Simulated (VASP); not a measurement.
Runs of VASP 6.6.1 on GeSb4Te4. The structure is that of space group P3m1 (No. 156), or close to it. The cells are those of the table. 

```tsv
cell	gap on the mesh (eV)	pressure (GPa)	largest force (eV/Å)
a = 4.330, b = 4.330, c = 17.899 Å, angles 90.0, 90.0, 60.0°, 9 atoms	(b)	-0.2	0.09
a = 4.330, b = 4.330, c = 17.349 Å, angles 90.0, 90.0, 60.0°, 9 atoms	0.09	(a)	0.12
a = 4.330, b = 4.330, c = 23.649 Å, angles 90.0, 90.0, 60.0°, 9 atoms	0.29	-	0.14
a = 4.330, b = 4.330, c = 22.149 Å, angles 90.0, 90.0, 60.0°, 9 atoms	0.28	-0.4	0.14
```

Alike in all rows: task single point; level PBE; potentials or basis VASP PAW PBE potentials, release 64 (Ge_d, Sb, Te); no spin polarisation; k mesh 9 × 9 × 2; cutoff (eV) 520; smearing gaussian 0.03 eV.

Task: Fill in the values left out.

Result: (a) 0.4; (b) 0.14.

Caveats: spin-orbit coupling is left out, which moves the levels of the heavy elements; an odd mesh through Γ misses points on the zone boundary, where band edges can lie (at least some runs); this functional lacks dispersion, which binds the layers, so the pressure and a relaxed spacing across them are unreliable (at least some runs).

A k mesh can miss the band edges, and the runs leave out spin-orbit coupling on Ge, Sb, Te.
